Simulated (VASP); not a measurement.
Crystal: ZrInS3.

```
CELL_PARAMETERS angstrom
4.39868 0.00000 0.00000
0.00000 4.39868 0.00000
0.00000 0.00000 5.56589
ATOMIC_POSITIONS crystal
Zr 0.00000 0.00000 0.00000
In 0.50000 0.50000 0.66200
S 0.50000 0.50000 0.10590
S 0.00000 0.50000 0.50000
S 0.50000 0.00000 0.50000
```

```yaml
Program: VASP 6.6.1
Task: relaxation of cell and atoms
Functional: PBE
Potentials_or_basis: VASP PAW PBE potentials, release 64 (Zr_sv, In_d, S)
Cutoff: 600 eV
k_mesh: 4 × 4 × 4
Occupations: gaussian, width 0.1 eV
Spin: no spin polarisation
```

At the start: pressure 4.8 GPa; volume 21.54 Å³/atom.

Q: Where does the relaxation end?

A: Over 44 steps the energy falls by 926.9 meV/atom and the volume is 25.14 Å³/atom (+16.7 %); space group P4mm (No. 99, to 0.05 Å).

Step by step:
| step | energy change (eV) | largest force (eV/Å) | pressure (GPa) | volume (Å³) |
| --- | --- | --- | --- | --- |
| 1 | 0.0000 | 1.5214 | 4.75 | 107.69 |
| 3 | -0.3051 | 0.8778 | -0.75 | 115.04 |
| 5 | -0.6450 | 1.8120 | 1.14 | 112.24 |
| 7 | -0.8084 | 2.6001 | 5.66 | 108.09 |
| 9 | -0.8546 | 2.5000 | 5.80 | 108.06 |
| 11 | -0.9918 | 2.4548 | 6.83 | 107.87 |
| 13 | -0.9916 | 2.3862 | 7.36 | 107.79 |
| 15 | -1.2662 | 2.4256 | 5.42 | 109.83 |
| 17 | -1.9804 | 2.9087 | -0.35 | 119.31 |
| 19 | -2.6910 | 2.4623 | -3.41 | 133.03 |
| 21 | -3.2241 | 1.9777 | -0.46 | 133.53 |
| 23 | -3.6944 | 1.2103 | -1.81 | 130.26 |
| 25 | -3.6987 | 1.1198 | -1.73 | 129.97 |
| 27 | -3.7172 | 0.7218 | -1.64 | 129.46 |
| 29 | -3.9520 | 1.6140 | 2.95 | 122.01 |
| 31 | -4.3415 | 1.1159 | 3.40 | 120.47 |
| 33 | -4.5268 | 0.8428 | 3.72 | 117.64 |
| 35 | -4.6133 | 0.6073 | -0.24 | 123.73 |
| 37 | -4.6214 | 0.4193 | 0.00 | 123.75 |
| 39 | -4.6312 | 0.1752 | 0.10 | 124.84 |
| 41 | -4.6326 | 0.1057 | -0.26 | 125.83 |
| 43 | -4.6341 | 0.0634 | 0.07 | 125.55 |
| 44 | -4.6344 | 0.0097 | -0.03 | 125.68 |

Final structure:
```cif
data_structure
_symmetry_space_group_name_H-M 'P 1'
_symmetry_Int_Tables_number 1
_cell_length_a 4.3931
_cell_length_b 4.3931
_cell_length_c 6.5122
_cell_angle_alpha 90.000
_cell_angle_beta 90.000
_cell_angle_gamma 90.000
_cell_volume 125.68
loop_
_atom_site_label
_atom_site_type_symbol
_atom_site_fract_x
_atom_site_fract_y
_atom_site_fract_z
_atom_site_occupancy
Zr1 Zr 0.00000 0.00000 0.22645 1
In1 In 0.50000 0.50000 0.64825 1
S1 S 0.50000 0.50000 0.02568 1
S2 S 0.00000 0.50000 0.43376 1
S3 S 0.50000 0.00000 0.43376 1
```

Caveat: the volume moved by over 15 % at a fixed basis, so the end points are rough.
